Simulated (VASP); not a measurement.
# Ga3B2As5 in VASP: further runs, part 2 of 2

VASP 6.6.1. The steps go on from the part before.

## (3) Single point, PBE

INCAR reads:

```
SYSTEM = Ga3B2As5
PREC = Accurate
ENCUT = 520
EDIFF = 1E-6
ISMEAR = 0
SIGMA = 0.1
LREAL = .False.
LASPH = .True.
NELM = 80
ALGO = Normal
ISIF = 2
LWAVE = .False.
LCHARG = .False.
GGA = PE
NBANDS = 46
```

KPOINTS reads:

```
regular mesh
0
Gamma
  4 4 4
  0 0 0
```

POSCAR reads:

```
Ga3B2As5
1.0
    0.0000000000     -3.7581845300      0.0000000000
    3.7581845300      0.0000000000      0.0000000000
   -1.8790922650      1.8790922650     13.7628124596
Ga B As
3 2 5
Direct
    0.6947628104      0.6947628104      0.3895256207
    0.3052371896      0.3052371896      0.6104743793
    0.5000000000      0.5000000000      1.0000000000
    0.9027080452      0.9027080452      0.8054160903
    0.0972919548      0.0972919548      0.1945839097
    0.2500000000      0.7500000000      0.5000000000
    0.8613449765      0.3613449765      0.7226899529
    0.4440946678      0.9440946678      0.8881893356
    0.0559053322      0.5559053322      0.1118106644
    0.6386550235      0.1386550235      0.2773100471
```

Potentials or basis: VASP PAW PBE potentials, release 64 (Ga_d, B, As).

Started as:

```sh
> cat potpaw_PBE.64/Ga_d/POTCAR potpaw_PBE.64/B/POTCAR potpaw_PBE.64/As/POTCAR > POTCAR
> mpirun -np 1 vasp_std > vasp.out
```

OUTCAR:

```text
SYSTEM = Ga3B2As5
   PREC = Accurate
   ENCUT = 520
   EDIFF = 1E-6
   ISMEAR = 0
   LREAL = .False.
   LASPH = .True.
   NELM = 80
   ISIF = 2
   GGA = PE

 ion  position               nearest neighbor table
   1  0.695  0.695  0.390-   6 2.42   6 2.42  10 2.43  10 2.43
   2  0.305  0.305  0.610-   6 2.42   6 2.42   7 2.43   7 2.43
   3  0.500  0.500  0.000-   9 2.43   8 2.43   9 2.43   8 2.43
   4  0.903  0.903  0.805-   7 2.20   7 2.20   8 2.20   8 2.20
   5  0.097  0.097  0.195-  10 2.20  10 2.20   9 2.20   9 2.20
   6  0.250  0.750  0.500-   2 2.42   1 2.42   2 2.42   1 2.42
   7  0.861  0.361  0.723-   4 2.20   4 2.20   2 2.43   2 2.43
   8  0.444  0.944  0.888-   4 2.20   4 2.20   3 2.43   3 2.43
   9  0.056  0.556  0.112-   5 2.20   5 2.20   3 2.43   3 2.43
  10  0.639  0.139  0.277-   5 2.20   5 2.20   1 2.43   1 2.43

  LATTYP: Found a body centered tetragonal cell.
 ALAT       =     3.7581845300
 C/A-ratio  =     7.3241813167

  Lattice vectors:

 A1 = (  -1.8790922650,  -1.8790922650, -13.7628124596)
 A2 = (   1.8790922650,   1.8790922650, -13.7628124596)
 A3 = (   1.8790922650,  -1.8790922650,  13.7628124596)

Analysis of symmetry for initial positions (statically):
=====================================================================
 Subroutine PRICEL returns:
 Original cell was already a primitive cell.

 Routine SETGRP: Setting up the symmetry group for a
 body centered tetragonal supercell.

 Subroutine GETGRP returns: Found  8 space group operations
 (whereof  8 operations were pure point group operations)
 out of a pool of 16 trial point group operations.

The static configuration has the point symmetry D_2d.

Analysis of symmetry for dynamics (positions and initial velocities):
=====================================================================
 Subroutine PRICEL returns:
[... 138 lines left out ...]
   GGA     = PE    functional components
   LHFCALC =     F    Hartree Fock is set to
   AEXX    =    0.0000 exact exchange contribution
   IVDW    =     0    specifies the selected vdW correction
   LEPSILON=     F    determine dielectric tensor
   LRPA    =     F    only Hartree local field effects (RPA)
 non-spin polarized calculation
 Gauss-broadening in eV      SIGMA  =   0.10
  energy-cutoff  :      520.00
  volume of cell :      194.39
 maximum number of plane-waves:      5263
   NGX = 13   NGY = 13   NGZ = 53

 number of electron      70.0000003 magnetization

 Free energy of the ion-electron system (eV)
  ---------------------------------------------------
  ext. energy  EPLUGINS =         0.00000000
  ---------------------------------------------------
  free energy    TOTEN  =       -45.53517303 eV

  energy without entropy =      -45.53516591  energy(sigma->0) =      -45.53516947

 E-fermi :   4.9904     XC(G=0):  -9.8208

 val. band max:        4.7417647741   @ k =   0.0000   0.0000   0.0000
 cond. band min:       5.2257575540   @ k =   0.0000   0.0000   0.0000
 fundamental gap:      0.4839927799
 Fermi energy:         4.9904025698

 k-point     1 :       0.0000    0.0000    0.0000
  band No.  band energies     occupation
      1     -10.4999      2.00000
      2     -10.4552      2.00000
      3     -10.4325      2.00000
      4     -10.3775      2.00000
      5     -10.3775      2.00000
      6     -10.3495      2.00000
[... 626 lines left out ...]
     45       8.3867      0.00000
     46       8.4259      0.00000

------------------------ aborting loop because EDIFF is reached ----------------------------------------

  FORCE on cell =-STRESS in cart. coord.  units (eV):
  Direction    XX          YY          ZZ          XY          YZ          ZX
  --------------------------------------------------------------------------------------
  -------------------------------------------------------------------------------------
  Total        1.0412604      1.0412604     -0.8244154      0.0000000      0.0000000      0.0000000
  in kB        8.5823561      8.5823561     -6.7950601      0.0000000      0.0000000      0.0000000
  external PRESSURE =       3.4565507 kB  Pullay stress =       0.0000000 kB

 VOLUME and BASIS-vectors are now :
 -----------------------------------------------------------------------------
  energy-cutoff  :      520.00
  volume of cell :      194.39
      direct lattice vectors                 reciprocal lattice vectors
     0.000000000 -3.758184530  0.000000000     0.000000000 -0.266085923  0.036329784
     3.758184530  0.000000000  0.000000000     0.266085923  0.000000000  0.036329784
    -1.879092265  1.879092265 13.762812460     0.000000000  0.000000000  0.072659567

 POSITION                                       TOTAL-FORCE (eV/Angst)
 -----------------------------------------------------------------------------------
      1.87909     -1.87909      5.36097        -0.000000      0.000000     -0.003689
     -0.00000      0.00000      8.40184         0.000000     -0.000000      0.003689
      1.87909     -1.87909      0.00000         0.000000      0.000000      0.000000
      1.87909     -1.87909     11.08479         0.000000     -0.000000      0.002589
     -0.00000      0.00000      2.67802        -0.000000      0.000000     -0.002589
      1.87909      0.00000      6.88141         0.000000      0.000000      0.000000
      0.00000     -1.87909      9.94625         0.000000      0.000000      0.006676
      1.87909      0.00000     12.22398         0.000000     -0.000000     -0.007628
      1.87909      0.00000      1.53883        -0.000000      0.000000      0.007628
     -0.00000     -1.87909      3.81657         0.000000      0.000000     -0.006676
 -----------------------------------------------------------------------------------
    total drift:                                0.000003      0.000003     -0.000000

  FREE ENERGIE OF THE ION-ELECTRON SYSTEM (eV)
  ---------------------------------------------------
  free  energy   TOTEN  =       -45.5351730291 eV

  energy  without entropy=      -45.5351659090  energy(sigma->0) =      -45.53516947
```

stdout:

```text
POSCAR found type information on POSCAR GaB As
 POSCAR found :  3 types and      10 ions
 scaLAPACK will be used
 LDA part: xc-table for (Slater+PW92), standard interpolation
 POSCAR, INCAR and KPOINTS ok, starting setup
 FFT: planning ... GRIDC
 FFT: planning ... GRID_SOFT
 FFT: planning ... GRID
 WAVECAR not read
 entering main loop
```

Run time: 4.5 min. Hardware: 1 thread of Intel Xeon 8259CL, shared host; peak memory 0.32 GiB.

Results:

* Free energy: -45.5352 eV
* Pressure: 0.3 GPa
* Largest force: 0.008 eV/Å
* Band gap on the k mesh: 0.48 eV

Forces on the atoms (eV/Å):
```
Ga   0.000  0.000 -0.004
Ga   0.000  0.000  0.004
Ga   0.000  0.000  0.000
B    0.000  0.000  0.003
B    0.000  0.000 -0.003
As   0.000  0.000  0.000
As   0.000  0.000  0.007
As   0.000  0.000 -0.008
As   0.000  0.000  0.008
As   0.000  0.000 -0.007
```

Levels at points of the mesh, in eV from the valence-band top:
```
           k point  band 33  band 34  band 35  band 36  band 37  band 38
(0.00, 0.00, 0.00)    -0.53     0.00     0.00     0.48     0.64     0.73
(0.50, 0.00, 0.00)    -0.99    -0.91    -0.81     0.62     1.23     1.60
(0.50, 0.50, 0.00)    -3.73    -3.36    -3.20     0.92     1.02     1.73
(0.00, 0.00, 0.50)    -0.63    -0.38    -0.38     0.62     0.68     0.97
```

Caveat: the k points lie up to 0.42 Å⁻¹ apart; semilocal functionals underestimate gaps, and a narrow one can read as zero.

## (4) Single point, PBE

This run uses another cell than the first one, of 19.04 Å³/atom.

INCAR reads:

```
PREC = Accurate
ENCUT = 520
EDIFF = 1E-6
ISMEAR = 0
SIGMA = 0.1
LREAL = False
LASPH = True
NELM = 100
ALGO = Normal
ISIF = 2
LWAVE = False
LCHARG = False
GGA = PE
NBANDS = 46
```

KPOINTS reads:

```
regular mesh
0
Gamma
  6 6 6
```

POSCAR reads:

```
Ga3B2As5
1.0
   -1.8882830200      1.8882830200     13.3521773100
    1.8882830200     -1.8882830200     13.3521773100
    1.8882830200      1.8882830200    -13.3521773100
Ga B As
3 2 5
Direct
    0.7000000000      0.7000000000      0.0000000000
    0.3000000000      0.3000000000      0.0000000000
    0.5000000000      0.5000000000      0.0000000000
    0.9000000000      0.9000000000      0.0000000000
    0.1000000000      0.1000000000      0.0000000000
    0.2500000000      0.7500000000      0.5000000000
    0.8500000000      0.3500000000      0.5000000000
    0.4500000000      0.9500000000      0.5000000000
    0.0500000000      0.5500000000      0.5000000000
    0.6500000000      0.1500000000      0.5000000000
```

Started as:

```sh
> cat potpaw_PBE.64/Ga_d/POTCAR potpaw_PBE.64/B/POTCAR potpaw_PBE.64/As/POTCAR > POTCAR
> mpirun -np 1 vasp_std > vasp.out
```

Run time: 1.7 h. Hardware: 1 thread of Intel Xeon 8259CL, shared host; peak memory 2 GiB.

Results (log left out):

```
Free energy            : -44.1629 eV
Pressure               : 5.1 GPa
Largest force          : 3.353 eV/Å
Band gap on the k mesh : 0.90 eV
```

Forces on the atoms (eV/Å):
```
Ga   0.000  0.000 -0.247
Ga   0.000  0.000  0.247
Ga   0.000  0.000  0.000
B    0.000  0.000 -0.013
B    0.000  0.000  0.013
As   0.000  0.000  0.000
As   0.000  0.000  3.353
As   0.000  0.000 -3.308
As   0.000  0.000  3.308
As   0.000  0.000 -3.353
```

Stress tensor (GPa, compression positive):
```
5.43 0.00 0.00
0.00 5.43 0.00
0.00 0.00 4.57
```

Levels at points of the mesh, in eV from the valence-band top:
```
           k point  band 32  band 33  band 34  band 35  band 36  band 37  band 38  band 39
(0.00, 0.00, 0.00)    -1.50    -0.12     0.00     0.00     0.90     1.26     1.51     1.90
(0.50, 0.00, 0.00)    -1.50    -1.44    -1.32    -1.26     1.04     1.87     2.21     2.74
(0.50, 0.50, 0.00)    -3.54    -3.49    -3.20    -3.19     1.24     1.28     2.08     2.14
(0.50, 0.50, 0.50)    -0.67    -0.67    -0.54    -0.54     1.24     1.25     1.33     1.48
```

Caveat: the cell stands under pressure; forces of over 1 eV/Å act on the atoms, so gaps and moduli don't describe the material at rest.

## (5) Summary

| cell | k mesh | gap on the mesh (eV) | pressure (GPa) | largest force (eV/Å) |
| --- | --- | --- | --- | --- |
| a = 3.781, b = 3.780, c = 13.883 Å, angles 97.8, 97.8, 90.0°, 10 atoms, atomic positions A | 4 × 4 × 4 | 0.47 | 0.3 | 0.01 |
| a = 3.758, b = 3.758, c = 14.017 Å, angles 97.7, 97.7, 90.0°, 10 atoms, atomic positions B | 4 × 4 × 4 | 0.48 | 0.3 | 0.01 |
| a = 13.617 Å, angles 164.1, 164.1, 22.6°, 10 atoms, atomic positions C | 6 × 6 × 6 | 0.90 | 5.1 | 3.35 |

Alike in all rows: task single point; level PBE; potentials or basis VASP PAW PBE potentials, release 64 (Ga_d, B, As); no spin polarisation; cutoff (eV) 520; smearing gaussian 0.1 eV.

Caveats: some runs use coarse meshes; semilocal functionals underestimate gaps, and a narrow one can read as zero (at least some runs); the cell stands under pressure (at least some runs); forces of over 1 eV/Å act on the atoms, so gaps and moduli don't describe the material at rest (at least some runs).

Absolute energies hang on the potentials; compare differences alone.
